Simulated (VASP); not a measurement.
# WSe2 (P6_3/mmc) in VASP: further runs

Runs on WSe2. Level: PBEsol. Tasks: single point.

Everything below comes from runs of VASP 6.6.1. Logs are shortened: lines on timing, memory, paths and dates and some standing lists are left out, and cuts for length are marked.

## (1) The cell of the first run

It takes space group P6_3/mmc (No. 194, hexagonal). Conventional cell: a = 3.356 Å, b = 3.356 Å, c = 12.970 Å, α = 90.00°, β = 90.00°, γ = 120.00°. W (site symmetry -6m2) has 6 Se at 2.56 Å and 6 W at 3.36 Å within 3.4 Å. Se (site symmetry 3m) has 3 W at 2.56 Å and 7 Se at 3.35 to 3.36 Å within 3.4 Å.

## (2) Single point, PBEsol (equal xx and yy strain of +2 %)

Contents of INCAR:

```
ALGO = Normal
EDIFF = 1E-6
ENCUT = 520
GGA = PS
ISIF = 2
ISMEAR = -1
LASPH = True
LCHARG = True
LELF = True
LREAL = False
LVHAR = True
LWAVE = False
NBANDS = 35
NELM = 60
PREC = Accurate
SIGMA = 0.08
```

Contents of KPOINTS:

```
k-points
0
Gamma
  11 11 3
```

Contents of POSCAR:

```
WSe2
1.0
    3.3557984195      0.0000000000      0.0000000000
   -1.6778992097      2.9062066812      0.0000000000
    0.0000000000      0.0000000000     12.9700000000
W Se
2 4
Direct
    0.3333333333      0.6666666667      0.2500000000
    0.6666666667      0.3333333333      0.7500000000
    0.3333333333      0.6666666667      0.6210000000
    0.6666666667      0.3333333333      0.1210000000
    0.3333333333      0.6666666667      0.8790000000
    0.6666666667      0.3333333333      0.3790000000
```

Potentials or basis: VASP PAW PBE potentials, release 64 (W_sv, Se).

Launch:

```bash
cat potpaw_PBE.64/W_sv/POTCAR potpaw_PBE.64/Se/POTCAR > POTCAR
mpirun -np 1 vasp_std > vasp.out
```

OUTCAR:

```text
EDIFF = 1E-6
   ENCUT = 520
   GGA = PS
   ISIF = 2
   ISMEAR = -1
   LASPH = True
   LREAL = False
   NELM = 60
   PREC = Accurate

 ion  position               nearest neighbor table
   1  0.333  0.667  0.250-   4 2.56   6 2.56   4 2.56   6 2.56   4 2.56   6 2.56
   2  0.667  0.333  0.750-   3 2.56   5 2.56   3 2.56   5 2.56   3 2.56   5 2.56
   3  0.333  0.667  0.621-   2 2.56   2 2.56   2 2.56
   4  0.667  0.333  0.121-   1 2.56   1 2.56   1 2.56
   5  0.333  0.667  0.879-   2 2.56   2 2.56   2 2.56
   6  0.667  0.333  0.379-   1 2.56   1 2.56   1 2.56

  LATTYP: Found a hexagonal cell.
 ALAT       =     3.3557984195
 C/A-ratio  =     3.8649520557

  Lattice vectors:

 A1 = (   3.3557984195,   0.0000000000,   0.0000000000)
 A2 = (  -1.6778992097,   2.9062066812,   0.0000000000)
 A3 = (   0.0000000000,   0.0000000000,  12.9700000000)

Analysis of symmetry for initial positions (statically):
=====================================================================
 Subroutine PRICEL returns:
 Original cell was already a primitive cell.

 Routine SETGRP: Setting up the symmetry group for a
 hexagonal supercell.

 Subroutine GETGRP returns: Found 24 space group operations
 (whereof 12 operations were pure point group operations)
 out of a pool of 24 trial point group operations.

The static configuration has the point symmetry D_3d.
 The point group associated with its full space group is D_6h.

Analysis of symmetry for dynamics (positions and initial velocities):
=====================================================================
 Subroutine PRICEL returns:
 Original cell was already a primitive cell.

 Routine SETGRP: Setting up the symmetry group for a
 hexagonal supercell.

 Subroutine GETGRP returns: Found 24 space group operations
 (whereof 12 operations were pure point group operations)
 out of a pool of 24 trial point group operations.

The dynamic configuration has the point symmetry D_3d.
 The point group associated with its full space group is D_6h.

 Subroutine INISYM returns: Found 24 space group operations
 (whereof 12 operations are pure point group operations),
 and found     1 'primitive' translations

----------------------------------------------------------------------------------------

                                     Primitive cell

  volume of cell :     126.4918

  direct lattice vectors                    reciprocal lattice vectors
     3.355798420  0.000000000  0.000000000     0.297991677  0.172045575  0.000000000
    -1.677899210  2.906206681  0.000000000     0.000000000  0.344091150  0.000000000
     0.000000000  0.000000000 12.970000000     0.000000000  0.000000000  0.077101002

  length of vectors
     3.355798420  3.355798419 12.970000000     0.344091150  0.344091150  0.077101002

  position of ions in fractional coordinates (direct lattice)
     0.333333333  0.666666667  0.250000000
     0.666666667  0.333333333  0.750000000
     0.333333333  0.666666667  0.621000000
     0.666666667  0.333333333  0.121000000
     0.333333333  0.666666667  0.879000000
     0.666666667  0.333333333  0.379000000

  ion indices of the primitive-cell ions
   primitive index   ion index
                 1           1
                 2           2
                 3           3
                 4           4
                 5           5
                 6           6

----------------------------------------------------------------------------------------

 KPOINTS: k-points

Automatic generation of k-mesh.
 Grid dimensions read from file:
 generate k-points for:   11   11    3

 Generating k-lattice:

  Cartesian coordinates                     Fractional coordinates (reciprocal lattice)
     0.027090152  0.015640507  0.000000000     0.090909091  0.000000000  0.000000000
     0.000000000  0.031281014  0.000000000     0.000000000  0.090909091  0.000000000
     0.000000000  0.000000000  0.025700334     0.000000000  0.000000000  0.333333333

  Length of vectors
     0.031281014  0.031281014  0.025700334

  Shift w.r.t. Gamma in fractional coordinates (k-lattice)
     0.000000000  0.000000000  0.000000000

 Subroutine IBZKPT returns following result:
 ===========================================

 Found     32 irreducible k-points:

 Following reciprocal coordinates:
            Coordinates               Weight
  0.000000  0.000000  0.000000      1.000000
  0.090909 -0.000000  0.000000      6.000000
  0.181818  0.000000  0.000000      6.000000
  0.272727  0.000000  0.000000      6.000000
  0.363636  0.000000  0.000000      6.000000
  0.454545  0.000000  0.000000      6.000000
[... 16 lines left out ...]
  0.090909  0.090909  0.333333     12.000000
  0.181818  0.090909  0.333333     24.000000
 [... further k-points ...]
   k-points           NKPTS =     32   k-points in BZ     NKDIM =     32   number of bands    NBANDS=     35
   number of dos      NEDOS =    301   number of ions     NIONS =      6
   total plane-waves  NPLWV =  75264
   dimension x,y,z NGX =    28 NGY =   28 NGZ =   96
   dimension x,y,z NGXF=    56 NGYF=   56 NGZF=  192
   ions per type =               2   4
   NGX,Y,Z   is equivalent  to a cutoff of  13.87, 13.87, 12.31 a.u.
   NGXF,Y,Z  is equivalent  to a cutoff of  27.74, 27.74, 24.61 a.u.
 SYSTEM =  unknown system
   PREC   = accura    normal or accurate (medium, high low for compatibility)
   ISTART =      0    job   : 0-new  1-cont  2-samecut
   ICHARG =      2    charge: 1-file 2-atom 10-const
   ISPIN  =      1    spin polarized calculation?
   LNONCOLLINEAR =      F non collinear calculations
   LSORBIT =      F    spin-orbit coupling
   LASPH  =      T    aspherical Exc in radial PAW
   ENCUT  =  520.0 eV  38.22 Ry    6.18 a.u.   6.24  6.24 24.12*2*pi/ulx,y,z
   NELM   =     60;   NELMIN=  2; NELMDL= -5     # of ELM steps
   EDIFF  = 0.1E-05   stopping-criterion for ELM
   LREAL  =      F    real-space projection
   EDIFFG = 0.1E-04   stopping-criterion for IOM
   NSW    =      0    number of steps for IOM
   IBRION =     -1    ionic relax: 0-MD 1-quasi-New 2-CG
   NFREE  =      0    steps in history (QN), initial steepest desc. (CG)
   ISIF   =      2    stress and relaxation
   ISYM   =      2    0-nonsym 1-usesym 2-fastsym
   POTIM  = 0.5000    time-step for ionic-motion
   TEBEG  =    0.0;   TEEND  =   0.0 temperature during run
   PSTRESS=    0.0 pullay stress
   NELECT =      52.0000    total number of electrons
   NUPDOWN=      -1.0000    fix difference up-down
   EMIN   =  10.00;   EMAX   =-10.00  energy-range for DOS
   EFERMI =   0.00;   METHOD = LEGACY
   ISMEAR =    -1;   SIGMA  =   0.08  broadening in eV -4-tet -1-fermi 0-gaus
   EFERMI_NEDOS =   21; number of points for ismear=-14 and -15
   IALGO  =     38    algorithm
   IMIX   =      4    mixing-type and parameters
     AMIX     =   0.40;   BMIX     =  1.00
     AMIX_MAG =   1.60;   BMIX_MAG =  1.00
  volume/ion in A,a.u.               =      21.08       142.27
  Fermi-wavevector in a.u.,A,eV,Ry     =   1.217274  2.300315 20.160528  1.481757
  Thomas-Fermi vector in A             =   2.352600
   LORBIT       =      0    0 simple, 1 ext, 2 COOP (PROOUT), +10 PAW based schemes
   GGA     = PS    functional components
   LHFCALC =     F    Hartree Fock is set to
   AEXX    =    0.0000 exact exchange contribution
   IVDW    =     0    specifies the selected vdW correction
   LEPSILON=     F    determine dielectric tensor
   LRPA    =     F    only Hartree local field effects (RPA)
 non-spin polarized calculation
  energy-cutoff  :      520.00
  volume of cell :      126.49
 maximum number of plane-waves:      3426
 NGX is ok and might be reduce to    28
   NGX = 13   NGY = 13   NGZ = 49

 number of electron      52.0000002 magnetization

 Free energy of the ion-electron system (eV)
  ---------------------------------------------------
  ext. energy  EPLUGINS =         0.00000000
  ---------------------------------------------------
  free energy    TOTEN  =       -46.42000078 eV

  energy without entropy =      -46.41985470  energy(sigma->0) =      -46.41992774

 E-fermi :   6.1657     XC(G=0): -10.7229

 val. band max:        5.7700511662   @ k =   0.0000   0.0000   0.0000
 cond. band min:       6.6679092584   @ k =   0.1818   0.1818   0.0000
 fundamental gap:      0.8978580922
 Fermi energy:         6.1657328598

 k-point     1 :       0.0000    0.0000    0.0000
  band No.  band energies     occupation
      1     -68.6727      2.00000
      2     -68.6727      2.00000
      3     -32.8689      2.00000
      4     -32.8689      2.00000
      5     -32.7914      2.00000
      6     -32.7914      2.00000
[... 27 lines left out ...]
     34       8.4801      0.00000
     35       9.7542      0.00000

 k-point     2 :       0.0909   -0.0000    0.0000
  band No.  band energies     occupation
      1     -68.6721      2.00000
      2     -68.6721      2.00000
      3     -32.8661      2.00000
      4     -32.8661      2.00000
      5     -32.8064      2.00000
      6     -32.8064      2.00000
[... 27 lines left out ...]
     34       8.4453      0.00000
     35      10.4695      0.00000

 k-point     3 :       0.1818    0.0000    0.0000
  band No.  band energies     occupation
      1     -68.6705      2.00000
      2     -68.6705      2.00000
      3     -32.8586      2.00000
      4     -32.8585      2.00000
      5     -32.8464      2.00000
      6     -32.8464      2.00000
[... 27 lines left out ...]
     34       8.9412      0.00000
     35      11.4742      0.00000
[... 723 lines left out ...]
 k-point    23 :       0.0909    0.0909    0.3333
  band No.  band energies     occupation
      1     -68.6710      2.00000
      2     -68.6710      2.00000
      3     -32.8609      2.00000
      4     -32.8609      2.00000
      5     -32.8330      2.00000
      6     -32.8330      2.00000
[... 27 lines left out ...]
     34       8.8189      0.00000
     35      11.4716      0.00000

 k-point    24 :       0.1818    0.0909    0.3333
  band No.  band energies     occupation
      1     -68.6691      2.00000
      2     -68.6691      2.00000
      3     -32.8767      2.00000
      4     -32.8767      2.00000
      5     -32.8522      2.00000
      6     -32.8522      2.00000
[... 27 lines left out ...]
     34       9.3463      0.00000
     35      12.1286      0.00000

 [... further k-points ...]
[... 5 lines left out ...]
  --------------------------------------------------------------------------------------
  -------------------------------------------------------------------------------------
  Total       -5.2432427     -5.2432427     -2.8273214     -0.0000000     -0.0000000      0.0000000
  in kB      -66.4122516    -66.4122516    -35.8115756     -0.0000000     -0.0000000      0.0000000
  external PRESSURE =     -56.2120263 kB  Pullay stress =       0.0000000 kB

 VOLUME and BASIS-vectors are now :
 -----------------------------------------------------------------------------
  energy-cutoff  :      520.00
  volume of cell :      126.49
      direct lattice vectors                 reciprocal lattice vectors
     3.355798420  0.000000000  0.000000000     0.297991677  0.172045575  0.000000000
    -1.677899210  2.906206681  0.000000000     0.000000000  0.344091150  0.000000000
     0.000000000  0.000000000 12.970000000     0.000000000  0.000000000  0.077101002

 POSITION                                       TOTAL-FORCE (eV/Angst)
 -----------------------------------------------------------------------------------
     -0.00000      1.93747      3.24250        -0.000000     -0.000000      0.000000
      1.67790      0.96874      9.72750         0.000000      0.000000      0.000000
     -0.00000      1.93747      8.05437         0.000000     -0.000000      0.472176
      1.67790      0.96874      1.56937         0.000000      0.000000      0.472176
     -0.00000      1.93747     11.40063         0.000000     -0.000000     -0.472176
      1.67790      0.96874      4.91563         0.000000      0.000000     -0.472176
 -----------------------------------------------------------------------------------
    total drift:                                0.000000     -0.000000      0.000000

  FREE ENERGIE OF THE ION-ELECTRON SYSTEM (eV)
  ---------------------------------------------------
  free  energy   TOTEN  =       -46.4200007772 eV

  energy  without entropy=      -46.4198547015  energy(sigma->0) =      -46.41992774
```

Run time: 76 s. Hardware: 1 thread of Intel Xeon 6975P-C (Granite Rapids), shared host; peak memory 0.3 GiB.

What came out:

| Item | Value |
| --- | --- |
| Free energy | -46.4200 eV |
| Pressure | -5.6 GPa |
| Largest force | 0.472 eV/Å |
| Band gap on the k mesh | 0.90 eV, indirect (least direct gap 1.55 eV) |

Forces on the atoms (eV/Å):
```
W    0.000  0.000  0.000
W    0.000  0.000  0.000
Se   0.000  0.000  0.472
Se   0.000  0.000  0.472
Se   0.000  0.000 -0.472
Se   0.000  0.000 -0.472
```

Stress tensor (GPa, compression positive):
```
-6.64  0.00  0.00
 0.00 -6.64  0.00
 0.00  0.00 -3.58
```

Caveat: the cell differs from its parent crystal (equal xx and yy strain of +2 %); the PAW data sets were made with another functional, which shifts forces and pressure a little; spin-orbit coupling is left out, which moves the levels of the heavy elements; this functional lacks dispersion, which binds the layers, so the pressure and a relaxed spacing across them are unreliable. A k mesh can miss the band edges.

## (3) Single point, PBEsol (equal xx and yy strain of +3 %)

Contents of INCAR:

```
SYSTEM = WSe2
  ALGO = Normal
  EDIFF = 1E-6
  ENCUT = 520
  GGA = PS
  ISIF = 2
  ISMEAR = -1
  LASPH = .TRUE.
  LCHARG = .FALSE.
  LREAL = .FALSE.
  LWAVE = .FALSE.
  NBANDS = 35
  NELM = 100
  PREC = Accurate
  SIGMA = 0.08
```

Contents of KPOINTS:

```
k-points
0
G
  11 11 3
  0 0 0
```

POSCAR: that of step 2 with these lines changed.

```diff
@@ -2,4 +2,4 @@
 1.0
-    3.3557984195      0.0000000000      0.0000000000
-   -1.6778992097      2.9062066812      0.0000000000
+    3.3886984040      0.0000000000      0.0000000000
+   -1.6943492020      2.9346989036      0.0000000000
     0.0000000000      0.0000000000     12.9700000000
```

Potentials or basis: VASP PAW PBE potentials, release 64 (W_sv, Se).

Launch:

```bash
cat potpaw_PBE.64/W_sv/POTCAR potpaw_PBE.64/Se/POTCAR > POTCAR
mpirun -np 1 vasp_std > vasp.out
```

OUTCAR:

```text
SYSTEM = WSe2
   EDIFF = 1E-6
   ENCUT = 520
   GGA = PS
   ISIF = 2
   ISMEAR = -1
   LASPH = .TRUE.
   LREAL = .FALSE.
   NELM = 100
   PREC = Accurate

 ion  position               nearest neighbor table
   1  0.333  0.667  0.250-   4 2.57   6 2.57   4 2.57   6 2.57   4 2.57   6 2.57
   2  0.667  0.333  0.750-   3 2.57   5 2.57   3 2.57   5 2.57   3 2.57   5 2.57
   3  0.333  0.667  0.621-   2 2.57   2 2.57   2 2.57
   4  0.667  0.333  0.121-   1 2.57   1 2.57   1 2.57
   5  0.333  0.667  0.879-   2 2.57   2 2.57   2 2.57
   6  0.667  0.333  0.379-   1 2.57   1 2.57   1 2.57
[... 1121 lines left out ...]
  -------------------------------------------------------------------------------------
  Total       -7.2108950     -7.2108950     -4.0839951      0.0000000      0.0000000      0.0000000
  in kB      -89.5701517    -89.5701517    -50.7293566      0.0000000      0.0000000      0.0000000
  external PRESSURE =     -76.6232200 kB  Pullay stress =       0.0000000 kB

 VOLUME and BASIS-vectors are now :
 -----------------------------------------------------------------------------
  energy-cutoff  :      520.00
  volume of cell :      128.98
      direct lattice vectors                 reciprocal lattice vectors
     3.388698404  0.000000000  0.000000000     0.295098554  0.170375230  0.000000000
    -1.694349202  2.934698904  0.000000000     0.000000000  0.340750460  0.000000000
     0.000000000  0.000000000 12.970000000     0.000000000  0.000000000  0.077101002

 POSITION                                       TOTAL-FORCE (eV/Angst)
 -----------------------------------------------------------------------------------
     -0.00000      1.95647      3.24250         0.000000     -0.000000      0.000000
      1.69435      0.97823      9.72750        -0.000000      0.000000      0.000000
     -0.00000      1.95647      8.05437         0.000000     -0.000000      0.652027
      1.69435      0.97823      1.56937         0.000000      0.000000      0.652027
     -0.00000      1.95647     11.40063         0.000000     -0.000000     -0.652027
      1.69435      0.97823      4.91563         0.000000      0.000000     -0.652027
 -----------------------------------------------------------------------------------
    total drift:                               -0.000000      0.000000     -0.000000

  FREE ENERGIE OF THE ION-ELECTRON SYSTEM (eV)
  ---------------------------------------------------
  free  energy   TOTEN  =       -46.2988799767 eV

  energy  without entropy=      -46.2987040877  energy(sigma->0) =      -46.29879203
```

stdout:

```text
POSCAR found type information on POSCAR W Se
 POSCAR found :  2 types and       6 ions
 scaLAPACK will be used
 -----------------------------------------------------------------------------
|                                                                             |
|                                                                             |
|     You enforced a specific xc type in the INCAR file but a different       |
|     I HOPE YOU KNOW WHAT YOU ARE DOING!                                     |
|                                                                             |
 -----------------------------------------------------------------------------

 LDA part: xc-table for (Slater+PW92), standard interpolation
 POSCAR, INCAR and KPOINTS ok, starting setup
 FFT: planning ... GRIDC
 FFT: planning ... GRID_SOFT
 FFT: planning ... GRID
 WAVECAR not read
 entering main loop
```

Wall time 79 s (1 thread of Intel Xeon 6975P-C (Granite Rapids), shared host); peak memory 0.31 GiB.

What came out:

* Free energy: -46.2989 eV
* Pressure: -7.7 GPa
* Largest force: 0.652 eV/Å
* Band gap on the k mesh: 0.90 eV, indirect (least direct gap 1.46 eV)

Forces in eV/Å, atoms in the order of the input:
```
W    0.000  0.000  0.000
W    0.000  0.000  0.000
Se   0.000  0.000  0.652
Se   0.000  0.000  0.652
Se   0.000  0.000 -0.652
Se   0.000  0.000 -0.652
```

Levels at points of the mesh, in eV from the valence-band top:
```csv
k point,band 23,band 24,band 25,band 26,band 27,band 28,band 29,band 30
"(0.00, 0.00, 0.00)",-1.68,-0.91,-0.90,0.00,2.29,2.29,2.34,2.34
```

Caveat: the cell differs from its parent crystal (equal xx and yy strain of +3 %); the PAW data sets were made with another functional, which shifts forces and pressure a little; spin-orbit coupling is left out, which moves the levels of the heavy elements; this functional lacks dispersion, which binds the layers, so the pressure and a relaxed spacing across them are unreliable.
